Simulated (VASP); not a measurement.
Set up this calculation in VASP 6.6.1, as the native input.

```yaml
Task: single point
Functional: PBEsol
Potentials_or_basis: VASP PAW PBE potentials, release 64 (Cd, Te)
Cutoff: 520 eV
k_mesh: 8 × 8 × 8
Occupations: gaussian, width 0.05 eV
Spin: no spin polarisation
Dipole_correction: no
Further_INCAR_settings: ALGO = Normal; EDIFF = 1e-07; NBANDS = 16
```

The structure of CdTe lies in POSCAR:

```
CdTe
1.0
    0.0000000000      3.1088500000      3.2050000000
    3.1088500000      0.0000000000      3.2050000000
    3.1088500000      3.1088500000      0.0000000000
Cd Te
1 1
Direct
    0.0000000000      0.0000000000      0.0000000000
    0.7500000000      0.7500000000      0.7500000000
```

This cell differs from its parent crystal: strain -0.030 along x and y, +0.000 along z.

These files were run (other wordings do the same):

INCAR

```
PREC     = Accurate       # precision mode
ENCUT    = 520            # plane-wave cutoff, eV
EDIFF    = 1E-7           # SCF threshold, eV
ISMEAR   = 0              # smearing method
SIGMA    = 0.05           # smearing width, eV
LREAL    = F              # projectors in reciprocal space
LASPH    = T              # aspherical terms in the spheres
NELM     = 100            # most SCF steps
ALGO     = Normal         # electronic algorithm
ISIF     = 2              # what is computed and relaxed
LWAVE    = F              # write WAVECAR
LCHARG   = T              # write CHGCAR
GGA      = PS             # functional
LELF     = T              # ELF
LVHAR    = T            
NBANDS   = 16             # bands
```

KPOINTS

```
Automatic mesh
0
Gamma
  8 8 8
```

Potentials or basis: VASP PAW PBE potentials, release 64 (Cd, Te).

Launch:

```sh
$ cat potpaw_PBE.64/Cd/POTCAR potpaw_PBE.64/Te/POTCAR > POTCAR
$ mpirun -np 1 vasp_std > vasp.out
```

It gave:

The pressure is 5.3 GPa and the band gap on the k mesh is 0.91 eV, direct.

Caveat: the cell differs from its parent crystal (strain -0.030 along x and y, +0.000 along z); the PAW data sets were made with another functional, which shifts forces and pressure a little; spin-orbit coupling is left out, which moves the levels of the heavy elements.

It took 25 s on 1 thread of Intel(R) Xeon(R) 6975P-C (Granite Rapids) (shared host), peak memory 0.23 GiB.
